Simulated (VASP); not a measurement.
# Au in VASP: a series of runs, part 2 of 2

VASP 6.6.1. The steps go on from the part before.

## Step 4: Relaxation of cell and atoms, PBE

This run uses another cell than the first one, of 18.02 Å³/atom.

The input, INCAR:

```
PREC = Accurate
ENCUT = 600
EDIFF = 1E-7
ISMEAR = -1
SIGMA = 0.15
LREAL = False
LASPH = True
NELM = 80
ALGO = Fast
ISIF = 3
LWAVE = False
LCHARG = False
GGA = PE
IBRION = 2
NSW = 80
EDIFFG = -0.001
```

The input, KPOINTS:

```
Automatic mesh
0
Gamma
  16 16 10
```

The input, POSCAR:

```
Au
1.0
    1.4327106737     -2.5703810372      0.0000000000
    1.4327106737      2.5703810372      0.0000000000
    0.0000000000      0.0000000000      4.8921328847
Au
2
Direct
    0.6639514451      0.3360485549      0.2500000000
    0.3360485549      0.6639514451      0.7500000000
```

Potentials or basis: VASP PAW PBE potentials, release 64 (Au).

On the command line:

```sh
cat potpaw_PBE.64/Au/POTCAR > POTCAR
mpirun -np 1 vasp_std > vasp.out
```

OUTCAR:

```text
PREC = Accurate
   ENCUT = 600
   EDIFF = 1E-7
   ISMEAR = -1
   LREAL = False
   LASPH = True
   NELM = 80
   ISIF = 3
   GGA = PE
   IBRION = 2
   NSW = 80
   EDIFFG = -0.001

 ion  position               nearest neighbor table
   1  0.664  0.336  0.250-   2 2.97   2 2.97   2 2.97   2 2.97   2 2.97   2 2.97
   2  0.336  0.664  0.750-   1 2.97   1 2.97   1 2.97   1 2.97   1 2.97   1 2.97

  LATTYP: Found a base centered orthorhombic cell.
 ALAT       =     2.8654213474
 B/A-ratio  =     1.7940684636
 C/A-ratio  =     1.7072996574

  Lattice vectors:

 A1 = (   1.4327106737,  -2.5703810372,   0.0000000000)
 A2 = (   1.4327106737,   2.5703810372,   0.0000000000)
 A3 = (   0.0000000000,   0.0000000000,   4.8921328847)

Analysis of symmetry for initial positions (statically):
=====================================================================
[... 374 lines left out ...]
 k-point     1 :       0.0000    0.0000    0.0000
  band No.  band energies     occupation
      1      -0.7008      2.00000
      2       1.6821      2.00000
      3       4.0315      2.00000
      4       4.2721      2.00000
      5       4.2874      2.00000
      6       4.5594      2.00000
      7       4.5690      2.00000
      8       5.1828      2.00000
      9       5.1958      2.00000
     10       6.4391      2.00000
     11       6.4468      2.00000
     12       7.7189      1.99354
     13      11.0369      0.00000
     14      23.1902      0.00000
[... 401 lines left out ...]
      2       1.7788      2.00000
      3       3.9867      2.00000
      4       4.3090      2.00000
      5       4.3635      2.00000
      6       4.5203      2.00000
      7       4.6399      2.00000
      8       5.1026      2.00000
      9       5.1496      2.00000
     10       6.0061      2.00000
     11       6.4586      2.00000
     12       8.3005      1.72939
     13      11.0382      0.00000
     14      23.2182      0.00000
     15      24.4549      0.00000

 [... further k-points ...]
[... 5 lines left out ...]
  --------------------------------------------------------------------------------------
  -------------------------------------------------------------------------------------
  Total        0.0003827      0.0005997      0.0015084      0.0000000      0.0000000      0.0000000
  in kB        0.0170419      0.0267041      0.0671651      0.0000000      0.0000000      0.0000000
  external PRESSURE =       0.0369704 kB  Pullay stress =       0.0000000 kB
[... 17 lines left out ...]
  FREE ENERGIE OF THE ION-ELECTRON SYSTEM (eV)
  ---------------------------------------------------
  free  energy   TOTEN  =        -6.4496790820 eV

  energy  without entropy=       -6.4019038872  energy(sigma->0) =       -6.42579148

 reached required accuracy - stopping structural energy minimisation
```

It took 23 min on 1 thread of AMD EPYC 9R45 (Zen 5), shared host; peak memory 0.36 GiB.

What came out:

| Quantity | Value |
| --- | --- |
| Free energy | -6.4497 eV |
| Relaxed volume | 17.99 Å³/atom |
| Relaxed cell | a = 2.917 Å, b = 2.917 Å, c = 4.887 Å, α = 90.00°, β = 90.00°, γ = 120.05° |
| Space group after relaxing (to 0.1 Å) | P6_3/mmc (No. 194) |
| Energy gained by relaxing | 1.2 meV/atom |
| Ionic steps | 33 |
| Pressure after relaxing | 0.0 GPa |
| Band gap on the k mesh | zero (bands 11 and 12 overlap by 6.14 eV) |

The path:
```
step  energy change (eV)  largest force (eV/Å)  pressure (GPa)  volume (Å³)
   1              0.0000                0.0064           -0.14        36.03
   2             -0.0010                0.0018            0.17        35.95
   3             -0.0016                0.0055            0.65        35.81
   4             -0.0021                0.0081            0.19        35.93
   5             -0.0021                0.0101           -0.08        36.00
   6             -0.0021                0.0097           -0.06        35.99
   7             -0.0021                0.0096           -0.03        35.99
   8             -0.0022                0.0091           -0.02        35.98
   9             -0.0022                0.0090            0.01        35.98
  10             -0.0022                0.0089            0.09        35.96
  11             -0.0022                0.0107            0.05        35.97
  12             -0.0022                0.0075           -0.06        36.00
  13             -0.0022                0.0096           -0.05        35.99
  14             -0.0022                0.0089           -0.04        35.99
  15             -0.0023                0.0076           -0.01        35.98
  16             -0.0023                0.0052            0.09        35.95
  17             -0.0023                0.0048            0.14        35.94
  18             -0.0023                0.0051            0.13        35.95
  19             -0.0023                0.0039            0.11        35.95
  20             -0.0023                0.0011            0.08        35.96
  21             -0.0024                0.0007            0.02        35.97
  22             -0.0024                0.0036            0.04        35.97
  23             -0.0024                0.0001            0.02        35.97
  24             -0.0024                0.0024            0.02        35.97
  25             -0.0024                0.0017            0.01        35.98
  26             -0.0024                0.0018            0.00        35.98
  27             -0.0024                0.0009            0.00        35.98
  28             -0.0024                0.0009            0.01        35.98
  29             -0.0024                0.0001            0.01        35.98
  30             -0.0024                0.0004            0.01        35.98
  31             -0.0024                0.0006           -0.02        35.98
  32             -0.0024                0.0018            0.00        35.98
  33             -0.0024                0.0008            0.00        35.98
```

Final structure:
```
Au
1.0
     1.45714   -2.52661    0.00000
     1.45714    2.52661    0.00000
     0.00000    0.00000    4.88657
Au
2
Direct
  0.66631 0.33369 0.25000
  0.33369 0.66631 0.75000
```

Caveat: spin-orbit coupling is left out, which moves the levels of the heavy elements.

## Step 5: Single point, PBE (equal strain along all axes, cell held: -2.0 %, then relaxed in part)

The input, INCAR:

```
SYSTEM = Au
PREC = Accurate ; ENCUT = 520
EDIFF = 1E-6 ; ISMEAR = 0
SIGMA = 0.1 ; LREAL = .FALSE.
LASPH = .TRUE. ; NELM = 60
ALGO = Fast ; ISIF = 2
LWAVE = .FALSE. ; LCHARG = .FALSE.
GGA = PE ; NBANDS = 30
```

The input, KPOINTS:

```
Automatic mesh
0
G
  14 8 10
  0 0 0
```

The input, POSCAR:

```
Au
1.0
    2.8081129184      0.0000000000      0.0000000000
    0.0000000000      5.0379468346      0.0000000000
    0.0000000000      0.0000000000      4.7942902312
Au
4
Direct
    0.0000000000      0.3370861691      0.7500000000
    0.5000000000      0.1629138309      0.2500000000
    0.5000000000      0.8370861691      0.7500000000
    0.0000000000      0.6629138309      0.2500000000
```

On the command line:

```sh
cat potpaw_PBE.64/Au/POTCAR > POTCAR
mpirun -np 1 vasp_std > vasp.out
```

Wall time 6.3 min (1 thread of Intel Xeon 8259CL, shared host); peak memory 0.45 GiB.

The run converged. Its results:

```
Free energy            : -12.7374 eV
Pressure               : 9.6 GPa
Band gap on the k mesh : zero (bands 22 and 23 overlap by 4.49 eV)
```

Forces in eV/Å, atoms in the order of the input:
```
Au   0.000  0.003  0.000
Au   0.000 -0.003  0.000
Au   0.000  0.003  0.000
Au   0.000 -0.003  0.000
```

Stress tensor (GPa, compression positive):
```
10.11  0.00  0.00
 0.00  9.25  0.00
 0.00  0.00  9.41
```

Levels at points of the mesh, in eV from the Fermi level:
| k point | band 19 | band 20 | band 21 | band 22 | band 23 | band 24 | band 25 | band 26 |
| --- | --- | --- | --- | --- | --- | --- | --- | --- |
| (0.00, 0.00, 0.00) | -2.02 | -1.99 | -1.80 | -1.22 | 0.22 | 1.26 | 2.66 | 5.59 |
| (0.50, 0.00, 0.00) | -1.97 | -1.97 | 0.05 | 0.05 | 4.41 | 4.41 | 5.88 | 5.88 |
| (0.00, 0.50, 0.00) | -3.13 | -3.13 | -2.08 | -2.08 | 2.77 | 2.77 | 3.10 | 3.10 |
| (0.50, 0.50, 0.00) | -1.76 | -1.76 | 0.36 | 0.36 | 1.69 | 1.69 | 5.81 | 5.81 |
| (0.00, 0.00, 0.50) | -2.44 | -2.44 | -1.89 | -1.89 | 0.13 | 0.13 | 3.70 | 3.70 |
| (0.50, 0.00, 0.50) | -1.97 | -1.97 | 1.10 | 1.10 | 1.10 | 1.10 | 6.71 | 6.71 |
| (0.00, 0.50, 0.50) | -2.66 | -2.66 | -2.10 | -2.10 | -2.10 | -2.10 | 10.22 | 10.22 |
| (0.50, 0.50, 0.50) | -1.82 | -1.82 | 0.52 | 0.52 | 0.52 | 0.52 | 4.09 | 4.09 |

Caveat: the cell differs from its parent crystal (equal strain along all axes, cell held: -2.0 %, then relaxed in part); the cell stands under pressure; spin-orbit coupling is left out, which moves the levels of the heavy elements.

## Step 6: Single point, PBE (15.85 Å³/atom)

This run uses another cell than the first one, of 15.85 Å³/atom.

The input, INCAR:

```
  PREC = Accurate
  ENCUT = 520
  EDIFF = 1E-7
  ISMEAR = 0
  SIGMA = 0.1
  LREAL = False
  LASPH = True
  NELM = 100
  ALGO = Fast
  ISIF = 2
  LWAVE = False
  LCHARG = True
  GGA = PE
  LELF = True
  LVHAR = True
  NBANDS = 18
```

The input, KPOINTS:

```
Automatic mesh
0
Gamma
  16 16 10
```

The input, POSCAR:

```
Au
1.0
    1.3853345606     -2.4526752743      0.0000000000
    1.3853345606      2.4526752743      0.0000000000
    0.0000000000      0.0000000000      4.6659727786
Au
2
Direct
    0.6635413836      0.3364586164      0.2500000000
    0.3364586164      0.6635413836      0.7500000000
```

Potentials or basis: VASP PAW PBE potentials, release 64 (Au).

On the command line:

```sh
cat potpaw_PBE.64/Au/POTCAR > POTCAR
mpirun -np 1 vasp_std > vasp.out
```

Wall time 4.7 min (1 thread of Intel Xeon 8259CL, shared host); peak memory 0.32 GiB.

Results (log left out):

* Free energy: -6.1349 eV
* Pressure: 25.0 GPa
* Largest force: 0.003 eV/Å
* Band gap on the k mesh: zero (bands 11 and 12 overlap by 6.96 eV)

Forces on the atoms (eV/Å):
```
Au   0.000 -0.003  0.000
Au   0.000  0.003  0.000
```

Stress tensor (GPa, compression positive):
```
25.00  0.00  0.00
 0.00 24.93  0.00
 0.00  0.00 25.03
```

Levels at points of the mesh, in eV from the Fermi level:
| k point | band 8 | band 9 | band 10 | band 11 | band 12 | band 13 | band 14 | band 15 |
| --- | --- | --- | --- | --- | --- | --- | --- | --- |
| (0.00, 0.00, 0.00) | -3.96 | -3.78 | -2.30 | -2.24 | -1.43 | 3.19 | 14.45 | 15.88 |
| (0.50, 0.00, 0.00) | -1.98 | -1.91 | -1.71 | 0.41 | 1.86 | 6.09 | 7.63 | 8.14 |
| (0.50, 0.50, 0.00) | -1.99 | -1.95 | -1.74 | 0.36 | 1.56 | 5.99 | 7.68 | 7.76 |
| (0.00, 0.00, 0.50) | -4.88 | -2.85 | -2.85 | -2.73 | -2.73 | 11.33 | 11.33 | 14.85 |
| (0.50, 0.00, 0.50) | -2.62 | -1.79 | -1.79 | 0.42 | 0.42 | 4.48 | 4.48 | 13.76 |
| (0.50, 0.50, 0.50) | -2.52 | -1.84 | -1.84 | 0.13 | 0.13 | 4.26 | 4.26 | 13.45 |

Caveat: the cell stands under pressure; spin-orbit coupling is left out, which moves the levels of the heavy elements.

## Step 7: Summary

| task | cell | k mesh | cutoff (eV) | smearing | gap on the mesh (eV) | pressure (GPa) |
| --- | --- | --- | --- | --- | --- | --- |
| single point | a = 2.920, b = 2.920, c = 4.893 Å, angles 90.0, 90.0, 122.2°, 2 atoms, atomic positions A | 14 × 14 × 8 | 520 | gaussian 0.1 eV | none | 3.1 |
| single point | a = 2.917, b = 2.917, c = 4.889 Å, angles 90.0, 90.0, 120.0°, 2 atoms, atomic positions B | 16 × 16 × 10 | 520 | fermi-dirac 0.15 eV | none | -0.2 |
| relaxation of cell and atoms | relaxed from a = 2.943, b = 2.943, c = 4.892 Å, angles 90.0, 90.0, 121.7°, 2 atoms, atomic positions B | 16 × 16 × 10 | 600 | fermi-dirac 0.15 eV | none | 0.0 |
| single point | a = 2.808, b = 5.038, c = 4.794 Å, 4 atoms, atomic positions C | 14 × 8 × 10 | 520 | gaussian 0.1 eV | none | 9.6 |
| single point | a = 2.817, b = 2.817, c = 4.666 Å, angles 90.0, 90.0, 121.1°, 2 atoms, atomic positions D | 16 × 16 × 10 | 520 | gaussian 0.1 eV | none | 25.0 |

Alike in all rows: level PBE; potentials or basis VASP PAW PBE potentials, release 64 (Au); no spin polarisation.

Caveats: spin-orbit coupling is left out, which moves the levels of the heavy elements; the cell stands under pressure (at least some runs).

Absolute energies hang on the potentials; compare differences alone.
